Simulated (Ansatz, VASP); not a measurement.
**KZnF3: VASP beside Ansatz**

The input INCAR:

```
SYSTEM = KZnF3
  PREC = Accurate
  ENCUT = 520
  EDIFF = 1E-6
  ISMEAR = -1
  SIGMA = 0.02
  LREAL = .FALSE.
  LASPH = .TRUE.
  NELM = 100
  ALGO = Normal
  ISIF = 2
  LWAVE = .FALSE.
  LCHARG = .TRUE.
  GGA = PE
  LELF = .TRUE.
  LVHAR = .TRUE.
  NBANDS = 29
```

File KPOINTS:

```
regular mesh
0
G
  6 6 6
  0 0 0
```

File POSCAR:

```
KZnF3
1.0
    4.1125251740      0.0000000000      0.0000000000
    0.0000000000      4.1125251740      0.0000000000
    0.0000000000      0.0000000000      4.1125251740
K Zn F
1 1 3
Direct
    0.0000000000      0.0000000000      0.0000000000
    0.5000000000      0.5000000000      0.5000000000
    0.5000000000      0.5000000000      0.0000000000
    0.0000000000      0.5000000000      0.5000000000
    0.5000000000      0.0000000000      0.5000000000
```

Input for Ansatz:

```yaml
crystal:
  lattice:
    - [4.112525174, 0.0, 0.0]
    - [0.0, 4.112525174, 0.0]
    - [0.0, 0.0, 4.112525174]
  atoms:
    - { symbol: K, position: [0.0, 0.0, 0.0] }
    - { symbol: Zn, position: [0.5, 0.5, 0.5] }
    - { symbol: F, position: [0.5, 0.5, 0.0] }
    - { symbol: F, position: [0.0, 0.5, 0.5] }
    - { symbol: F, position: [0.5, 0.0, 0.5] }
kpoints:
  mp_grid: { grid: [6, 6, 6] }
  band_path:
    path: [[0.0, 0.0, 0.0], [0.0, 0.5, 0.0], [0.5, 0.5, 0.0], [0.5, 0.5, 0.5]]
    npoints: 1
hamiltonian:
  xc: pbe
scf:
  occupations: { method: fermi_dirac, width: 0.02 }
  n_extra_bands: 5
output:
  forces: true
  stress: true
  eigenvalues: true
  write_density: true
  write_potential: true
  elf: true
  volumetric_format: npy
```

Change from the starting cell: hydrostatic strain +1.6%.

Alike in both runs: task single point; functional PBE; k mesh 6 × 6 × 6; occupations fermi-dirac, width 0.02 eV; no spin polarisation.

|  | VASP | Ansatz |
| --- | --- | --- |
| version | VASP 6.6.1 | Ansatz 0.2.0 |
| potentials or method | VASP PAW PBE potentials, release 64 (K_sv, Zn, F) | plane waves, PAW |
| plane-wave cutoff (eV) | 520 | 420 |
| valence electrons in the cell | 42 | 42 |

VASP gave:

* gap on the k mesh at the Fermi level (eV): 3.68
* pressure (GPa): 1.1

Question: What did Ansatz give for the same quantities?

Answer: gap on the k mesh at the Fermi level (eV): 3.74; pressure (GPa): 0.8.

The functional is the same, so the differences come from potentials, cutoffs and numerics.
